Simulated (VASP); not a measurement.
# AlN (ref) (P6_3/mmc) in VASP: further runs

Runs on AlN (ref). Level: r2SCAN. Tasks: single point, relaxation of cell and atoms.

All numbers are computed with VASP 6.6.1; they aren't measurements. Logs are shortened: lines on timing, memory, paths and dates and some standing lists are left out, and cuts for length are marked.

**1. The cell of the first run**

The structure is hexagonal, space group P6_3/mmc (No. 194). Conventional cell: a = 3.112 Å, b = 3.112 Å, c = 4.982 Å, α = 90.00°, β = 90.00°, γ = 120.00°. Within 2.4 Å of Al (site symmetry -6m2) lie 3 N at 1.80 Å. Within 2.4 Å of N (site symmetry -6m2) lie 3 Al at 1.80 Å.

**2. Single point, r2SCAN**

The input, POSCAR:

```
AlN
1.0
    3.1120000000      0.0000000000      0.0000000000
   -1.5560000000      2.6950710566      0.0000000000
    0.0000000000      0.0000000000      4.9820000000
Al N
2 2
Direct
    0.3333333333      0.6666666667      0.0000000000
    0.6666666667      0.3333333333      0.5000000000
    0.3333333333      0.6666666667      0.5000000000
    0.6666666667      0.3333333333      1.0000000000
```

The input, INCAR.step1:

```
ALGO = Normal
EDIFF = 1E-4
ENCUT = 520
GGA = PE
ISMEAR = 0
LASPH = T
LCHARG = F
LREAL = F
LWAVE = T
NBANDS = 16
NELM = 80
PREC = Accurate
SIGMA = 0.1
```

The input, INCAR.step2:

```
ALGO = Normal
EDIFF = 1E-6
ENCUT = 520
ISIF = 2
ISMEAR = 0
ISTART = 1
LASPH = T
LCHARG = F
LMIXTAU = T
LREAL = F
LWAVE = F
METAGGA = R2SCAN
NBANDS = 16
NELM = 80
PREC = Accurate
SIGMA = 0.1
```

The input, KPOINTS:

```
k-points
0
Gamma
  6 6 4
```

Potentials or basis: VASP PAW PBE potentials, release 64 (Al, N).

Started as:

```
> cat potpaw_PBE.64/Al/POTCAR potpaw_PBE.64/N/POTCAR > POTCAR
> cp INCAR.step1 INCAR
> mpirun -np 1 vasp_std > vasp.out
> cp INCAR.step2 INCAR
> mpirun -np 1 vasp_std > vasp.out
```

OUTCAR:

```text
EDIFF = 1E-6
   ENCUT = 520
   ISIF = 2
   ISMEAR = 0
   ISTART = 1
   LASPH = T
   LREAL = F
   METAGGA = R2SCAN
   NELM = 80
   PREC = Accurate

 ion  position               nearest neighbor table
   1  0.333  0.667  0.000-   4 1.80   4 1.80   4 1.80   3 2.49   3 2.49   2 3.07   2 3.07   2 3.07
                             2 3.07   2 3.07   2 3.07
   2  0.667  0.333  0.500-   3 1.80   3 1.80   3 1.80   4 2.49   4 2.49   1 3.07   1 3.07   1 3.07
                             1 3.07   1 3.07   1 3.07
   3  0.333  0.667  0.500-   2 1.80   2 1.80   2 1.80   1 2.49   1 2.49
   4  0.667  0.333  0.000-   1 1.80   1 1.80   1 1.80   2 2.49   2 2.49

  LATTYP: Found a hexagonal cell.
 ALAT       =     3.1120000000
 C/A-ratio  =     1.6008997429

  Lattice vectors:

 A1 = (   3.1120000000,   0.0000000000,   0.0000000000)
 A2 = (  -1.5560000000,   2.6950710566,   0.0000000000)
 A3 = (   0.0000000000,   0.0000000000,   4.9820000000)

Analysis of symmetry for initial positions (statically):
=====================================================================
 Subroutine PRICEL returns:
 Original cell was already a primitive cell.

 Routine SETGRP: Setting up the symmetry group for a
 hexagonal supercell.

 Subroutine GETGRP returns: Found 24 space group operations
 (whereof 12 operations were pure point group operations)
 out of a pool of 24 trial point group operations.

The static configuration has the point symmetry D_3h.
 The point group associated with its full space group is D_6h.

Analysis of symmetry for dynamics (positions and initial velocities):
=====================================================================
 Subroutine PRICEL returns:
 Original cell was already a primitive cell.

 Routine SETGRP: Setting up the symmetry group for a
 hexagonal supercell.

 Subroutine GETGRP returns: Found 24 space group operations
 (whereof 12 operations were pure point group operations)
 out of a pool of 24 trial point group operations.

The dynamic configuration has the point symmetry D_3h.
 The point group associated with its full space group is D_6h.

 Subroutine INISYM returns: Found 24 space group operations
 (whereof 12 operations are pure point group operations),
 and found     1 'primitive' translations

----------------------------------------------------------------------------------------

                                     Primitive cell

  volume of cell :      41.7843

  direct lattice vectors                    reciprocal lattice vectors
     3.112000000  0.000000000  0.000000000     0.321336761  0.185523865  0.000000000
    -1.556000000  2.695071057  0.000000000     0.000000000  0.371047731  0.000000000
     0.000000000  0.000000000  4.982000000     0.000000000  0.000000000  0.200722601

  length of vectors
     3.112000000  3.112000000  4.982000000     0.371047731  0.371047731  0.200722601

  position of ions in fractional coordinates (direct lattice)
     0.333333333  0.666666667  0.000000000
     0.666666667  0.333333333  0.500000000
     0.333333333  0.666666667  0.500000000
     0.666666667  0.333333333  0.000000000

  ion indices of the primitive-cell ions
   primitive index   ion index
                 1           1
                 2           2
                 3           3
                 4           4

----------------------------------------------------------------------------------------

 KPOINTS: k-points

Automatic generation of k-mesh.
 Grid dimensions read from file:
 generate k-points for:    6    6    4

 Generating k-lattice:

  Cartesian coordinates                     Fractional coordinates (reciprocal lattice)
     0.053556127  0.030920644  0.000000000     0.166666667  0.000000000  0.000000000
     0.000000000  0.061841288  0.000000000     0.000000000  0.166666667  0.000000000
     0.000000000  0.000000000  0.050180650     0.000000000  0.000000000  0.250000000

  Length of vectors
     0.061841288  0.061841288  0.050180650

  Shift w.r.t. Gamma in fractional coordinates (k-lattice)
     0.000000000  0.000000000  0.000000000

 Subroutine IBZKPT returns following result:
 ===========================================

 Found     21 irreducible k-points:

 Following reciprocal coordinates:
            Coordinates               Weight
  0.000000  0.000000  0.000000      1.000000
  0.166667 -0.000000  0.000000      6.000000
  0.333333 -0.000000  0.000000      6.000000
  0.500000 -0.000000  0.000000      3.000000
  0.166667  0.166667  0.000000      6.000000
  0.333333  0.166667  0.000000     12.000000
[... 13 lines left out ...]
  0.333333  0.166667  0.500000     12.000000
  0.333333  0.333333  0.500000      2.000000
   k-points           NKPTS =     21   k-points in BZ     NKDIM =     21   number of bands    NBANDS=     16
   number of dos      NEDOS =    301   number of ions     NIONS =      4
   total plane-waves  NPLWV =  23040
   dimension x,y,z NGX =    24 NGY =   24 NGZ =   40
   dimension x,y,z NGXF=    48 NGYF=   48 NGZF=   80
   ions per type =               2   2
   NGX,Y,Z   is equivalent  to a cutoff of  12.82, 12.82, 13.35 a.u.
   NGXF,Y,Z  is equivalent  to a cutoff of  25.64, 25.64, 26.70 a.u.
 SYSTEM =  unknown system
   PREC   = accura    normal or accurate (medium, high low for compatibility)
   ISTART =      1    job   : 0-new  1-cont  2-samecut
   ICHARG =      0    charge: 1-file 2-atom 10-const
   ISPIN  =      1    spin polarized calculation?
   LNONCOLLINEAR =      F non collinear calculations
   LSORBIT =      F    spin-orbit coupling
   LASPH  =      T    aspherical Exc in radial PAW
   ENCUT  =  520.0 eV  38.22 Ry    6.18 a.u.   5.79  5.79  9.26*2*pi/ulx,y,z
   NELM   =     80;   NELMIN=  2; NELMDL=  0     # of ELM steps
   EDIFF  = 0.1E-05   stopping-criterion for ELM
   LREAL  =      F    real-space projection
   EDIFFG = 0.1E-04   stopping-criterion for IOM
   NSW    =      0    number of steps for IOM
   IBRION =     -1    ionic relax: 0-MD 1-quasi-New 2-CG
   NFREE  =      0    steps in history (QN), initial steepest desc. (CG)
   ISIF   =      2    stress and relaxation
   ISYM   =      2    0-nonsym 1-usesym 2-fastsym
   POTIM  = 0.5000    time-step for ionic-motion
   TEBEG  =    0.0;   TEEND  =   0.0 temperature during run
   PSTRESS=    0.0 pullay stress
   NELECT =      16.0000    total number of electrons
   NUPDOWN=      -1.0000    fix difference up-down
   EMIN   =  10.00;   EMAX   =-10.00  energy-range for DOS
   EFERMI =   0.00;   METHOD = LEGACY
   ISMEAR =     0;   SIGMA  =   0.10  broadening in eV -4-tet -1-fermi 0-gaus
   EFERMI_NEDOS =   21; number of points for ismear=-14 and -15
   IALGO  =     38    algorithm
   IMIX   =      4    mixing-type and parameters
     AMIX     =   0.40;   BMIX     =  1.00
     AMIX_MAG =   1.60;   BMIX_MAG =  1.00
  volume/ion in A,a.u.               =      10.45        70.49
  Fermi-wavevector in a.u.,A,eV,Ry     =   1.188804  2.246514 19.228506  1.413255
  Thomas-Fermi vector in A             =   2.324926
   LORBIT       =      0    0 simple, 1 ext, 2 COOP (PROOUT), +10 PAW based schemes
   METAGGA = R2SCAN    functional components
   LHFCALC =     F    Hartree Fock is set to
   AEXX    =    0.0000 exact exchange contribution
   IVDW    =     0    specifies the selected vdW correction
   LEPSILON=     F    determine dielectric tensor
   LRPA    =     F    only Hartree local field effects (RPA)
 non-spin polarized calculation
 Gauss-broadening in eV      SIGMA  =   0.10
  energy-cutoff  :      520.00
  volume of cell :       41.78
 maximum number of plane-waves:      1152
 NGX is ok and might be reduce to    24
   NGX = 11   NGY = 11   NGZ = 19

 number of electron      15.9999998 magnetization

 Free energy of the ion-electron system (eV)
  ---------------------------------------------------
  ext. energy  EPLUGINS =         0.00000000
  ---------------------------------------------------
  free energy    TOTEN  =       -37.34552036 eV

  energy without entropy =      -37.34552036  energy(sigma->0) =      -37.34552036

 E-fermi :   7.6205     XC(G=0): -11.4085

 val. band max:        7.1644112962   @ k =   0.0000   0.0000   0.0000
 cond. band min:      10.4592228427   @ k =   0.0000   0.0000   0.0000
 fundamental gap:      3.2948115464
 Fermi energy:         7.6205084402

 k-point     1 :       0.0000    0.0000    0.0000
  band No.  band energies     occupation
      1     -10.1379      2.00000
      2      -8.0774      2.00000
      3       0.2188      2.00000
      4       4.4241      2.00000
      5       4.4241      2.00000
      6       5.0870      2.00000
[... 8 lines left out ...]
     15      19.4746      0.00000
     16      19.4746      0.00000

 k-point     2 :       0.1667   -0.0000    0.0000
  band No.  band energies     occupation
      1      -9.7892      2.00000
      2      -7.8817      2.00000
      3       0.6484      2.00000
      4       3.1644      2.00000
      5       3.9338      2.00000
      6       4.0909      2.00000
[... 8 lines left out ...]
     15      18.8089      0.00000
     16      20.0736      0.00000

 k-point     3 :       0.3333   -0.0000    0.0000
  band No.  band energies     occupation
      1      -8.8992      2.00000
      2      -7.5329      2.00000
      3       1.0854      2.00000
      4       1.8422      2.00000
      5       2.1890      2.00000
      6       3.5735      2.00000
[... 8 lines left out ...]
     15      18.5171      0.00000
     16      21.1714      0.00000

 k-point     4 :       0.5000   -0.0000    0.0000
  band No.  band energies     occupation
      1      -8.1972      2.00000
      2      -7.5185      2.00000
      3       0.1676      2.00000
      4       1.3798      2.00000
      5       2.9955      2.00000
      6       3.3544      2.00000
[... 8 lines left out ...]
     15      18.7547      0.00000
     16      21.2648      0.00000
[... 267 lines left out ...]
 k-point    19 :       0.1667    0.1667    0.5000
  band No.  band energies     occupation
      1      -8.4609      2.00000
      2      -8.4609      2.00000
      3       1.5830      2.00000
      4       1.5830      2.00000
      5       3.7614      2.00000
      6       3.7614      2.00000
[... 8 lines left out ...]
     15      19.6127      0.00000
     16      19.6127      0.00000

 k-point    20 :       0.3333    0.1667    0.5000
  band No.  band energies     occupation
      1      -7.8533      2.00000
      2      -7.8533      2.00000
      3       0.5679      2.00000
      4       0.5679      2.00000
      5       2.9678      2.00000
      6       2.9678      2.00000
[... 8 lines left out ...]
     15      19.8369      0.00000
     16      19.8369      0.00000

 k-point    21 :       0.3333    0.3333    0.5000
  band No.  band energies     occupation
      1      -7.6365      2.00000
      2      -7.6365      2.00000
      3       0.9819      2.00000
      4       0.9819      2.00000
      5       1.6661      2.00000
      6       1.6661      2.00000
[... 8 lines left out ...]
     15      19.6665      0.00000
     16      19.6665      0.00000

------------------------ aborting loop because EDIFF is reached ----------------------------------------

  FORCE on cell =-STRESS in cart. coord.  units (eV):
  Direction    XX          YY          ZZ          XY          YZ          ZX
  --------------------------------------------------------------------------------------
  -------------------------------------------------------------------------------------
  Total        4.4863782      4.4863782     -3.1683718      0.0000000      0.0000000      0.0000000
  in kB      172.0255423    172.0255423   -121.4879454      0.0000000      0.0000000      0.0000000
  external PRESSURE =      74.1877131 kB  Pullay stress =       0.0000000 kB

 VOLUME and BASIS-vectors are now :
 -----------------------------------------------------------------------------
  energy-cutoff  :      520.00
  volume of cell :       41.78
      direct lattice vectors                 reciprocal lattice vectors
     3.112000000  0.000000000  0.000000000     0.321336761  0.185523865  0.000000000
    -1.556000000  2.695071057  0.000000000     0.000000000  0.371047731  0.000000000
     0.000000000  0.000000000  4.982000000     0.000000000  0.000000000  0.200722601

 POSITION                                       TOTAL-FORCE (eV/Angst)
 -----------------------------------------------------------------------------------
     -0.00000      1.79671      0.00000         0.000000     -0.000000      0.000000
      1.55600      0.89836      2.49100        -0.000000      0.000000      0.000000
     -0.00000      1.79671      2.49100         0.000000      0.000000      0.000000
      1.55600      0.89836      0.00000         0.000000      0.000000      0.000000
 -----------------------------------------------------------------------------------
    total drift:                               -0.000000      0.000000     -0.000000

  FREE ENERGIE OF THE ION-ELECTRON SYSTEM (eV)
  ---------------------------------------------------
  free  energy   TOTEN  =       -37.3455203629 eV

  energy  without entropy=      -37.3455203629  energy(sigma->0) =      -37.34552036
```

It took 20 s on 1 thread of Intel Xeon Platinum 8481C at 2.70GHz (Sapphire Rapids), shared host; peak memory 0.16 GiB.

Results:

- Free energy: -37.3455 eV
- Pressure: 7.4 GPa
- Band gap on the k mesh: 3.29 eV, direct

Stress tensor (GPa, compression positive):
```
 17.20   0.00   0.00
  0.00  17.20   0.00
  0.00   0.00 -12.15
```

Levels at points of the mesh, in eV from the valence-band top:
```csv
k point,band 5,band 6,band 7,band 8,band 9,band 10,band 11,band 12
"(0.00, 0.00, 0.00)",-2.74,-2.08,-2.08,0.00,3.29,6.46,10.64,10.64
"(0.50, 0.00, 0.00)",-4.17,-3.81,-2.43,-2.31,5.60,6.39,6.44,9.76
"(0.00, 0.00, 0.50)",-2.42,-2.42,-2.42,-2.42,6.31,6.31,9.93,9.93
"(0.50, 0.00, 0.50)",-3.19,-3.19,-2.11,-2.11,5.00,5.00,8.01,8.01
```

Caveat: the PAW data sets were made with another functional, which shifts forces and pressure a little.

(Continued in part 2 of 2.)
